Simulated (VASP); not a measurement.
# SbS5 (F-43m) in VASP: notebook

SbS5 is run at these levels: PBE; tasks: single point.

Everything below comes from runs of VASP 6.6.1. Logs are shortened: lines on timing, memory, paths and dates and some standing lists are left out, and cuts for length are marked.

### 1 The cell of the first run

It takes space group F-43m (No. 216, cubic). The conventional cell has a = 7.656 Å, b = 7.656 Å, c = 7.656 Å, α = 90.00°, β = 90.00°, γ = 90.00°. Within 4.2 Å of Sb (site symmetry -43m) lie 16 S at 3.21 to 3.32 Å. S (site symmetry -43m) has 12 S at 3.15 Å and 4 Sb at 3.32 Å within 4.1 Å. Within 3.3 Å of S (site symmetry 3m) lie 9 S at 2.42 to 3.15 Å and 3 Sb at 3.21 Å.

The cell was built from a structure type or drawn by symmetry, and may not be a known phase.

### 2 Single point, PBE

File INCAR:

```
SYSTEM = SbS5
ALGO = Normal
EDIFF = 1E-6
ENCUT = 520
GGA = PE
ISIF = 2
ISMEAR = 0
LASPH = .True.
LCHARG = .True.
LELF = .True.
LREAL = .False.
LVHAR = .True.
LWAVE = .False.
NBANDS = 26
NELM = 100
PREC = Accurate
SIGMA = 0.1
```

File KPOINTS:

```
k-points
0
Gamma
  4 4 4
  0 0 0
```

File POSCAR:

```
SbS5
1.0
    0.0000000000      3.8278617374      3.8278617374
    3.8278617374      0.0000000000      3.8278617374
    3.8278617374      3.8278617374      0.0000000000
Sb S
1 5
Direct
    0.0000000000      0.0000000000      0.0000000000
    0.2500000000      0.2500000000      0.2500000000
    0.1643561513      0.6118812829      0.6118812829
    0.6118812829      0.6118812829      0.6118812829
    0.6118812829      0.6118812829      0.1643561513
    0.6118812829      0.1643561513      0.6118812829
```

Potentials or basis: VASP PAW PBE potentials, release 64 (Sb, S).

Launch:

```
$ cat potpaw_PBE.64/Sb/POTCAR potpaw_PBE.64/S/POTCAR > POTCAR
$ mpirun -np 1 vasp_std > vasp.out
```

OUTCAR:

```text
SYSTEM = SbS5
   EDIFF = 1E-6
   ENCUT = 520
   GGA = PE
   ISIF = 2
   ISMEAR = 0
   LASPH = .True.
   LREAL = .False.
   NELM = 100
   PREC = Accurate

 ion  position               nearest neighbor table
   1  0.000  0.000  0.000-   4 3.21   5 3.21   6 3.21   3 3.21   4 3.21   5 3.21   3 3.21   4 3.21
                             6 3.21   3 3.21   5 3.21   6 3.21
   2  0.250  0.250  0.250-
   3  0.164  0.612  0.612-   4 2.42   5 2.42   6 2.42   1 3.21   1 3.21   1 3.21
   4  0.612  0.612  0.612-   3 2.42   5 2.42   6 2.42   1 3.21   1 3.21   1 3.21
   5  0.612  0.612  0.164-   3 2.42   4 2.42   6 2.42   1 3.21   1 3.21   1 3.21
   6  0.612  0.164  0.612-   3 2.42   4 2.42   5 2.42   1 3.21   1 3.21   1 3.21

  LATTYP: Found a face centered cubic cell.
 ALAT       =     7.6557234748

  Lattice vectors:

 A1 = (   0.0000000000,   3.8278617374,   3.8278617374)
 A2 = (   3.8278617374,   0.0000000000,   3.8278617374)
 A3 = (   3.8278617374,   3.8278617374,   0.0000000000)

Analysis of symmetry for initial positions (statically):
=====================================================================
 Subroutine PRICEL returns:
 Original cell was already a primitive cell.

 Routine SETGRP: Setting up the symmetry group for a
 face centered cubic supercell.

 Subroutine GETGRP returns: Found 24 space group operations
 (whereof 24 operations were pure point group operations)
 out of a pool of 48 trial point group operations.

The static configuration has the point symmetry T_d .

Analysis of symmetry for dynamics (positions and initial velocities):
=====================================================================
 Subroutine PRICEL returns:
 Original cell was already a primitive cell.

 Routine SETGRP: Setting up the symmetry group for a
 face centered cubic supercell.

 Subroutine GETGRP returns: Found 24 space group operations
 (whereof 24 operations were pure point group operations)
 out of a pool of 48 trial point group operations.

The dynamic configuration has the point symmetry T_d .

 Subroutine INISYM returns: Found 24 space group operations
 (whereof 24 operations are pure point group operations),
 and found     1 'primitive' translations

----------------------------------------------------------------------------------------

[... 82 lines left out ...]
   NELM   =    100;   NELMIN=  2; NELMDL= -5     # of ELM steps
   EDIFF  = 0.1E-05   stopping-criterion for ELM
   LREAL  =      F    real-space projection
   EDIFFG = 0.1E-04   stopping-criterion for IOM
   NSW    =      0    number of steps for IOM
   IBRION =     -1    ionic relax: 0-MD 1-quasi-New 2-CG
   NFREE  =      0    steps in history (QN), initial steepest desc. (CG)
   ISIF   =      2    stress and relaxation
   ISYM   =      2    0-nonsym 1-usesym 2-fastsym
   POTIM  = 0.5000    time-step for ionic-motion
   TEBEG  =    0.0;   TEEND  =   0.0 temperature during run
   PSTRESS=    0.0 pullay stress
   NELECT =      35.0000    total number of electrons
   NUPDOWN=      -1.0000    fix difference up-down
   EMIN   =  10.00;   EMAX   =-10.00  energy-range for DOS
   EFERMI =   0.00;   METHOD = LEGACY
   ISMEAR =     0;   SIGMA  =   0.10  broadening in eV -4-tet -1-fermi 0-gaus
   EFERMI_NEDOS =   21; number of points for ismear=-14 and -15
   IALGO  =     38    algorithm
   IMIX   =      4    mixing-type and parameters
     AMIX     =   0.40;   BMIX     =  1.00
     AMIX_MAG =   1.60;   BMIX_MAG =  1.00
  volume/ion in A,a.u.               =      18.70       126.17
  Fermi-wavevector in a.u.,A,eV,Ry     =   1.110362  2.098280 16.774675  1.232904
  Thomas-Fermi vector in A             =   2.246913
   LORBIT       =      0    0 simple, 1 ext, 2 COOP (PROOUT), +10 PAW based schemes
   GGA     = PE    functional components
   LHFCALC =     F    Hartree Fock is set to
   AEXX    =    0.0000 exact exchange contribution
   IVDW    =     0    specifies the selected vdW correction
   LEPSILON=     F    determine dielectric tensor
   LRPA    =     F    only Hartree local field effects (RPA)
 non-spin polarized calculation
 Gauss-broadening in eV      SIGMA  =   0.10
  energy-cutoff  :      520.00
  volume of cell :      112.18
 maximum number of plane-waves:      3042
   NGX = 21   NGY = 21   NGZ = 21

 number of electron      35.0000000 magnetization

 Free energy of the ion-electron system (eV)
  ---------------------------------------------------
  ext. energy  EPLUGINS =         0.00000000
  ---------------------------------------------------
  free energy    TOTEN  =       -18.69129390 eV

  energy without entropy =      -18.65606744  energy(sigma->0) =      -18.67368067

 E-fermi :   7.0759     XC(G=0): -10.6012

 val. band max:        7.0582289414   @ k =   0.2500   0.2500   0.0000
 cond. band min:       7.0958399853   @ k =   0.5000   0.2500   0.0000
 fundamental gap:      0.0376110439
 Fermi energy:         7.0758548625

 k-point     1 :       0.0000    0.0000    0.0000
  band No.  band energies     occupation
      1      -9.8496      2.00000
      2      -4.8601      2.00000
      3      -4.8601      2.00000
      4      -4.8601      2.00000
      5      -4.3616      2.00000
      6      -2.1051      2.00000
[... 221 lines left out ...]
     25      14.3306      0.00000
     26      14.5392      0.00000

------------------------ aborting loop because EDIFF is reached ----------------------------------------

  FORCE on cell =-STRESS in cart. coord.  units (eV):
  Direction    XX          YY          ZZ          XY          YZ          ZX
  --------------------------------------------------------------------------------------
  -------------------------------------------------------------------------------------
  Total       -0.2870196     -0.2870196     -0.2870196      0.0000000     -0.0000000      0.0000000
  in kB       -4.0994296     -4.0994296     -4.0994296      0.0000000     -0.0000000      0.0000000
  external PRESSURE =      -4.0994296 kB  Pullay stress =       0.0000000 kB

 VOLUME and BASIS-vectors are now :
 -----------------------------------------------------------------------------
  energy-cutoff  :      520.00
  volume of cell :      112.18
      direct lattice vectors                 reciprocal lattice vectors
     0.000000000  3.827861737  3.827861737    -0.130621228  0.130621228  0.130621228
     3.827861737  0.000000000  3.827861737     0.130621228 -0.130621228  0.130621228
     3.827861737  3.827861737  0.000000000     0.130621228  0.130621228 -0.130621228

 POSITION                                       TOTAL-FORCE (eV/Angst)
 -----------------------------------------------------------------------------------
      0.00000      0.00000      0.00000         0.000000     -0.000000     -0.000000
      1.91393      1.91393      1.91393         0.000000     -0.000000     -0.000000
      4.68439      2.97133      2.97133        -0.031332      0.031332      0.031332
      4.68439      4.68439      4.68439        -0.031332     -0.031332     -0.031332
      2.97133      2.97133      4.68439         0.031332      0.031332     -0.031332
      2.97133      4.68439      2.97133         0.031332     -0.031332      0.031332
 -----------------------------------------------------------------------------------
    total drift:                                0.000000      0.000000     -0.000000

  FREE ENERGIE OF THE ION-ELECTRON SYSTEM (eV)
  ---------------------------------------------------
  free  energy   TOTEN  =       -18.6912939031 eV

  energy  without entropy=      -18.6560674366  energy(sigma->0) =      -18.67368067
```

OSZICAR:

```text
N       E                     dE             d eps       ncg     rms          rms(c)
DAV:   1     0.186414675858E+03    0.18641E+03   -0.14493E+04   416   0.114E+03
DAV:   2    -0.504710137966E+01   -0.19146E+03   -0.18306E+03   546   0.204E+02
DAV:   3    -0.193173997110E+02   -0.14270E+02   -0.13930E+02   504   0.602E+01
DAV:   4    -0.195744059290E+02   -0.25701E+00   -0.25584E+00   472   0.930E+00
DAV:   5    -0.195798669739E+02   -0.54610E-02   -0.54576E-02   502   0.139E+00    0.188E+01
DAV:   6    -0.188700266336E+02    0.70984E+00   -0.27624E+00   484   0.773E+00    0.126E+01
DAV:   7    -0.187957408582E+02    0.74286E-01   -0.15287E+00   508   0.457E+00    0.772E+00
DAV:   8    -0.186876060751E+02    0.10813E+00   -0.23060E-01   526   0.270E+00    0.157E+00
DAV:   9    -0.186916772278E+02   -0.40712E-02   -0.41502E-02   444   0.930E-01    0.396E-01
DAV:  10    -0.186913233789E+02    0.35385E-03   -0.21997E-03   490   0.232E-01    0.182E-01
DAV:  11    -0.186912881623E+02    0.35217E-04   -0.53586E-04   452   0.121E-01    0.517E-02
DAV:  12    -0.186913052957E+02   -0.17133E-04   -0.31244E-05   482   0.316E-02    0.363E-02
DAV:  13    -0.186912929822E+02    0.12314E-04   -0.23031E-05   504   0.226E-02    0.105E-02
DAV:  14    -0.186912939031E+02   -0.92096E-06   -0.21787E-06   284   0.835E-03
   1 F= -.18691294E+02 E0= -.18673681E+02  d E =-.352265E-01
```

stdout:

```text
POSCAR found type information on POSCAR SbS
 POSCAR found :  2 types and       6 ions
 scaLAPACK will be used
 LDA part: xc-table for (Slater+PW92), standard interpolation
 POSCAR, INCAR and KPOINTS ok, starting setup
 FFT: planning ... GRIDC
 FFT: planning ... GRID_SOFT
 FFT: planning ... GRID
 WAVECAR not read
 entering main loop
```

It took 14 s on 1 thread of Intel Xeon 6975P-C (Granite Rapids), shared host; peak memory 0.24 GiB.

Results:

```
Free energy            : -18.6913 eV
Pressure               : -0.4 GPa
Largest force          : 0.054 eV/Å
Band gap on the k mesh : zero (an odd number of electrons rules out a gap without spin polarisation)
```

Forces on the atoms (eV/Å):
```
Sb   0.000  0.000  0.000
S    0.000  0.000  0.000
S   -0.031  0.031  0.031
S   -0.031 -0.031 -0.031
S    0.031  0.031 -0.031
S    0.031 -0.031  0.031
```

Caveat: spin-orbit coupling is left out, which moves the levels of the heavy elements.

### 3 Single point, PBE

This run uses another cell than the first one, of 27.00 Å³/atom.

File INCAR:

```
PREC = Accurate
ENCUT = 520
EDIFF = 1E-7
ISMEAR = 0
SIGMA = 0.1
LREAL = False
LASPH = True
NELM = 100
ALGO = Normal
ISIF = 2
LWAVE = False
LCHARG = False
GGA = PE
NBANDS = 26
```

File KPOINTS:

```
Automatic mesh
0
Gamma
  4 4 4
```

File POSCAR:

```
SbS5
1.0
    0.0000000000      4.3268162400      4.3268162400
    4.3268162400      0.0000000000      4.3268162400
    4.3268162400      4.3268162400      0.0000000000
Sb S
1 5
Direct
    0.0000000000      0.0000000000      0.0000000000
    0.2500000000      0.2500000000      0.2500000000
    0.1295901500      0.6234699500      0.6234699500
    0.6234699500      0.6234699500      0.6234699500
    0.6234699500      0.6234699500      0.1295901500
    0.6234699500      0.1295901500      0.6234699500
```

Potentials or basis: VASP PAW PBE potentials, release 64 (Sb, S).

Launch:

```
$ cat potpaw_PBE.64/Sb/POTCAR potpaw_PBE.64/S/POTCAR > POTCAR
$ mpirun -np 1 vasp_std > vasp.out
```

OUTCAR:

```text
PREC = Accurate
   ENCUT = 520
   EDIFF = 1E-7
   ISMEAR = 0
   LREAL = False
   LASPH = True
   NELM = 100
   ISIF = 2
   GGA = PE

 ion  position               nearest neighbor table
   1  0.000  0.000  0.000-
   2  0.250  0.250  0.250-
   3  0.130  0.623  0.623-
   4  0.623  0.623  0.623-
   5  0.623  0.623  0.130-
   6  0.623  0.130  0.623-

  LATTYP: Found a face centered cubic cell.
 ALAT       =     8.6536324800

  Lattice vectors:

 A1 = (   0.0000000000,   4.3268162400,   4.3268162400)
 A2 = (   4.3268162400,   0.0000000000,   4.3268162400)
 A3 = (   4.3268162400,   4.3268162400,   0.0000000000)

Analysis of symmetry for initial positions (statically):
=====================================================================
 Subroutine PRICEL returns:
 Original cell was already a primitive cell.

 Routine SETGRP: Setting up the symmetry group for a
 face centered cubic supercell.

 Subroutine GETGRP returns: Found 24 space group operations
 (whereof 24 operations were pure point group operations)
 out of a pool of 48 trial point group operations.

The static configuration has the point symmetry T_d .

Analysis of symmetry for dynamics (positions and initial velocities):
=====================================================================
 Subroutine PRICEL returns:
 Original cell was already a primitive cell.

 Routine SETGRP: Setting up the symmetry group for a
 face centered cubic supercell.

 Subroutine GETGRP returns: Found 24 space group operations
 (whereof 24 operations were pure point group operations)
 out of a pool of 48 trial point group operations.

The dynamic configuration has the point symmetry T_d .

 Subroutine INISYM returns: Found 24 space group operations
 (whereof 24 operations are pure point group operations),
 and found     1 'primitive' translations
[... 104 lines left out ...]
   IMIX   =      4    mixing-type and parameters
     AMIX     =   0.40;   BMIX     =  1.00
     AMIX_MAG =   1.60;   BMIX_MAG =  1.00
  volume/ion in A,a.u.               =      27.00       182.21
  Fermi-wavevector in a.u.,A,eV,Ry     =   0.982319  1.856313 13.128941  0.964950
  Thomas-Fermi vector in A             =   2.113392
   LORBIT       =      0    0 simple, 1 ext, 2 COOP (PROOUT), +10 PAW based schemes
   GGA     = PE    functional components
   LHFCALC =     F    Hartree Fock is set to
   AEXX    =    0.0000 exact exchange contribution
   IVDW    =     0    specifies the selected vdW correction
   LEPSILON=     F    determine dielectric tensor
   LRPA    =     F    only Hartree local field effects (RPA)
 non-spin polarized calculation
 Gauss-broadening in eV      SIGMA  =   0.10
  energy-cutoff  :      520.00
  volume of cell :      162.01
 maximum number of plane-waves:      4398
 NGX is ok and might be reduce to    48
   NGX = 23   NGY = 23   NGZ = 23

 number of electron      35.0000002 magnetization

 Free energy of the ion-electron system (eV)
  ---------------------------------------------------
  ext. energy  EPLUGINS =         0.00000000
  ---------------------------------------------------
  free energy    TOTEN  =       -15.75835505 eV

  energy without entropy =      -15.68870459  energy(sigma->0) =      -15.72352982

 E-fermi :   2.7150     XC(G=0):  -8.9916

 val. band max:        2.7116840630   @ k =   0.5000   0.5000   0.0000
 cond. band min:       2.7306940978   @ k =   0.2500   0.2500   0.0000
 fundamental gap:      0.0190100348
 Fermi energy:         2.7149619697

 k-point     1 :       0.0000    0.0000    0.0000
  band No.  band energies     occupation
      1     -10.5574      2.00000
      2      -8.3670      2.00000
      3      -8.3670      2.00000
      4      -8.3670      2.00000
      5      -7.9587      2.00000
      6      -5.8406      2.00000
[... 221 lines left out ...]
     25      10.1643      0.00000
     26      10.3807      0.00000

------------------------ aborting loop because EDIFF is reached ----------------------------------------

  FORCE on cell =-STRESS in cart. coord.  units (eV):
  Direction    XX          YY          ZZ          XY          YZ          ZX
  --------------------------------------------------------------------------------------
  -------------------------------------------------------------------------------------
  Total      -11.6678195    -11.6678195    -11.6678195     -0.0000000     -0.0000000      0.0000000
  in kB     -115.3891393   -115.3891393   -115.3891393     -0.0000000     -0.0000000      0.0000000
  external PRESSURE =    -115.3891393 kB  Pullay stress =       0.0000000 kB

 VOLUME and BASIS-vectors are now :
 -----------------------------------------------------------------------------
  energy-cutoff  :      520.00
  volume of cell :      162.01
      direct lattice vectors                 reciprocal lattice vectors
     0.000000000  4.326816240  4.326816240    -0.115558409  0.115558409  0.115558409
     4.326816240  0.000000000  4.326816240     0.115558409 -0.115558409  0.115558409
     4.326816240  4.326816240  0.000000000     0.115558409  0.115558409 -0.115558409

 POSITION                                       TOTAL-FORCE (eV/Angst)
 -----------------------------------------------------------------------------------
      0.00000      0.00000      0.00000         0.000000      0.000000      0.000000
      2.16341      2.16341      2.16341         0.000000      0.000000      0.000000
      5.39528      3.25835      3.25835        -0.120961      0.120961      0.120961
      5.39528      5.39528      5.39528        -0.120961     -0.120961     -0.120961
      3.25835      3.25835      5.39528         0.120961      0.120961     -0.120961
      3.25835      5.39528      3.25835         0.120961     -0.120961      0.120961
 -----------------------------------------------------------------------------------
    total drift:                               -0.000000     -0.000000     -0.000000

  FREE ENERGIE OF THE ION-ELECTRON SYSTEM (eV)
  ---------------------------------------------------
  free  energy   TOTEN  =       -15.7583550468 eV

  energy  without entropy=      -15.6887045907  energy(sigma->0) =      -15.72352982
```

OSZICAR:

```text
N       E                     dE             d eps       ncg     rms          rms(c)
DAV:   1     0.173951304744E+03    0.17395E+03   -0.13509E+04   416   0.110E+03
DAV:   2    -0.183774250024E+01   -0.17579E+03   -0.16875E+03   562   0.181E+02
DAV:   3    -0.174479719847E+02   -0.15610E+02   -0.15192E+02   464   0.601E+01
DAV:   4    -0.177331438090E+02   -0.28517E+00   -0.28350E+00   456   0.953E+00
DAV:   5    -0.177393226754E+02   -0.61789E-02   -0.61774E-02   486   0.147E+00    0.886E+00
DAV:   6    -0.187526311378E+02   -0.10133E+01   -0.13583E+01   514   0.109E+01    0.116E+01
DAV:   7    -0.159509580916E+02    0.28017E+01   -0.17782E+01   510   0.597E+00    0.470E+00
DAV:   8    -0.157627222366E+02    0.18824E+00   -0.62362E-01   450   0.295E+00    0.212E+00
DAV:   9    -0.157577614497E+02    0.49608E-02   -0.10229E-01   440   0.138E+00    0.501E-01
DAV:  10    -0.157581987955E+02   -0.43735E-03   -0.55454E-03   438   0.289E-01    0.277E-01
DAV:  11    -0.157588331277E+02   -0.63433E-03   -0.35917E-03   472   0.199E-01    0.129E-01
DAV:  12    -0.157583771246E+02    0.45600E-03   -0.15893E-03   466   0.124E-01    0.354E-02
DAV:  13    -0.157583578851E+02    0.19239E-04   -0.14032E-04   454   0.414E-02    0.207E-02
DAV:  14    -0.157583545146E+02    0.33705E-05   -0.32157E-05   446   0.171E-02    0.681E-03
DAV:  15    -0.157583552031E+02   -0.68849E-06   -0.52808E-06   446   0.787E-03    0.433E-03
DAV:  16    -0.157583551978E+02    0.52848E-08   -0.20384E-06   432   0.433E-03    0.301E-03
DAV:  17    -0.157583550634E+02    0.13446E-06   -0.22095E-07   244   0.171E-03    0.115E-03
DAV:  18    -0.157583550468E+02    0.16603E-07   -0.56930E-08   234   0.764E-04
   1 F= -.15758355E+02 E0= -.15723530E+02  d E =-.696505E-01
```

stdout:

```text
POSCAR found type information on POSCAR SbS
 POSCAR found :  2 types and       6 ions
 scaLAPACK will be used
 LDA part: xc-table for (Slater+PW92), standard interpolation
 POSCAR, INCAR and KPOINTS ok, starting setup
 FFT: planning ... GRIDC
 FFT: planning ... GRID_SOFT
 FFT: planning ... GRID
 WAVECAR not read
 entering main loop
```

Wall time 24 s (1 thread of Intel Xeon 6975P-C (Granite Rapids), shared host); peak memory 0.32 GiB.

What came out:

```
Free energy            : -15.7584 eV
Pressure               : -11.5 GPa
Largest force          : 0.210 eV/Å
Band gap on the k mesh : zero (an odd number of electrons rules out a gap without spin polarisation)
```

Forces on the atoms (eV/Å):
```
Sb   0.000  0.000  0.000
S    0.000  0.000  0.000
S   -0.121  0.121  0.121
S   -0.121 -0.121 -0.121
S    0.121  0.121 -0.121
S    0.121 -0.121  0.121
```

Caveat: the cell stands under tension; spin-orbit coupling is left out, which moves the levels of the heavy elements.
